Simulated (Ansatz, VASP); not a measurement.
**Two plane-wave programs on PbSe**

```
Pb Se
1.0
     0.00000    3.06065    3.06065
     3.06065    0.00000    3.06065
     3.06065    3.06065    0.00000
Pb Se
1 1
Direct
  0.00000 0.00000 0.00000
  0.50000 0.50000 0.50000
```

Alike in both runs: functional PBEsol-based global hybrid; k mesh 4 × 4 × 4; occupations fermi-dirac, width 0.05 eV; no spin polarisation.

```csv
,VASP,Ansatz
version,VASP 6.6.1,Ansatz 0.2.0
potentials or method,"VASP PAW PBE potentials, release 64 (Pb_d, Se)",Ansatz PAW
plane-wave cutoff (eV),520,420
valence electrons in the cell,20,30
task,single point,band structure
```

```csv
,VASP,Ansatz,Ansatz less VASP
gap on the k mesh at the Fermi level (eV),1.29,1.21,-0.077
least direct gap on the mesh (eV),1.29,1.21,-0.077
pressure (GPa),-0.9,-0.7,+0.24
```

VASP's potentials were made for PBE, not for PBEsol-based global hybrid. The functional is the same, so the differences come from potentials, cutoffs and numerics. VASP's potentials hold 20 valence electrons a cell and Ansatz's 30, so a difference there can come from the potentials and not from the codes.

The k mesh is coarse, so the values compare programs but aren't converged. Spin-orbit coupling is off throughout.
